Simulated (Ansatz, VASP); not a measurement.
One calculation of Ba2SeS, two programs

```
CELL_PARAMETERS angstrom
2.28923 1.32169 7.47809
-2.28923 1.32169 7.47809
0.00000 -2.64338 7.47809
ATOMIC_POSITIONS crystal
S 0.00000 0.00000 0.00000
Se 0.50000 0.50000 0.50000
Ba 0.25276 0.25276 0.25276
Ba 0.74724 0.74724 0.74724
```

Alike in both runs: task single point; functional PBE; k mesh 6 × 6 × 6; no spin polarisation.

|  | VASP | Ansatz |
| --- | --- | --- |
| version | VASP 6.6.1 | Ansatz 0.2.0 |
| potentials or method | VASP PAW PBE potentials, release 64 (S, Se, Ba_sv) | plane waves, PAW |
| plane-wave cutoff (eV) | 520 | 420 |
| occupations | gaussian, width 0.01 eV | fixed |
| valence electrons in the cell | 32 | 42 |

Ansatz gave:

| Quantity | Value |
| --- | --- |
| gap on the k mesh at the Fermi level (eV) | 2.04 |
| pressure (GPa) | 1.3 |
| rms of the force components (eV/Å) | 0.004 |

Task: What did VASP give for the same quantities?

Result: gap on the k mesh at the Fermi level (eV): 1.94; pressure (GPa): 1.8; rms of the force components (eV/Å): 0.004.

Atom by atom the forces differ by 0.000 eV/Å (rms over components). VASP's potentials hold 32 valence electrons a cell and Ansatz's 42, so a difference there can come from the potentials and not from the codes.

Spin-orbit coupling is off throughout.
